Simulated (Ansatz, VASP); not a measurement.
# Two plane-wave programs on Ti

File INCAR:

```
SYSTEM = Ti
  PREC = Accurate
  ENCUT = 520
  EDIFF = 1E-6
  ISMEAR = -1
  SIGMA = 0.08
  LREAL = .FALSE.
  LASPH = .TRUE.
  NELM = 100
  ALGO = Normal
  ISIF = 2
  LWAVE = .FALSE.
  LCHARG = .FALSE.
  GGA = PE
  NBANDS = 12
```

Contents of KPOINTS:

```
Automatic mesh
0
G
  18 18 18
  0 0 0
```

File POSCAR:

```
Ti
1.0
    0.0000000000      1.8088397809      1.8088397809
    1.8088397809      0.0000000000      1.8088397809
    1.8088397809      1.8088397809      0.0000000000
Ti
1
Direct
    0.0000000000      0.0000000000      0.0000000000
```

Input for Ansatz:

```yaml
crystal:
  lattice:
    - [0.0, 1.8088397809, 1.8088397809]
    - [1.8088397809, 0.0, 1.8088397809]
    - [1.8088397809, 1.8088397809, 0.0]
  atoms:
    - { symbol: Ti, position: [0.0, 0.0, 0.0] }
kpoints:
  mp_grid: { grid: [18, 18, 18] }
scf:
  occupations: { method: fermi_dirac, width: 0.08 }
hamiltonian:
  xc: pbe
  pseudopotentials: { kind: paw }
output:
  forces: true
  stress: true
  eigenvalues: true
  populations: true
```

Change from the starting cell: volume scaled by 0.68, PAW files.

Alike in both runs: task single point; functional PBE; k mesh 18 × 18 × 18; occupations fermi-dirac, width 0.08 eV; no spin polarisation.

|  | VASP | Ansatz |
| --- | --- | --- |
| version | VASP 6.6.1 | Ansatz 0.2.0 |
| potentials or method | VASP PAW PBE potentials, release 64 (Ti_sv) | PAW with Ansatz's default frozen-core files, scalar-relativistic |
| plane-wave cutoff (eV) | 520 | 420 |
| valence electrons in the cell | 12 | 12 |

Ansatz gave:

| Item | Value |
| --- | --- |
| pressure (GPa) | 77.2 |

Q: Estimate VASP's values.

A: Pressure (GPa): 75.9.

Both programs put the cell under a high pressure, so it lies far from rest at this level.

Noted on VASP's run: the cell as given lies far from equilibrium.
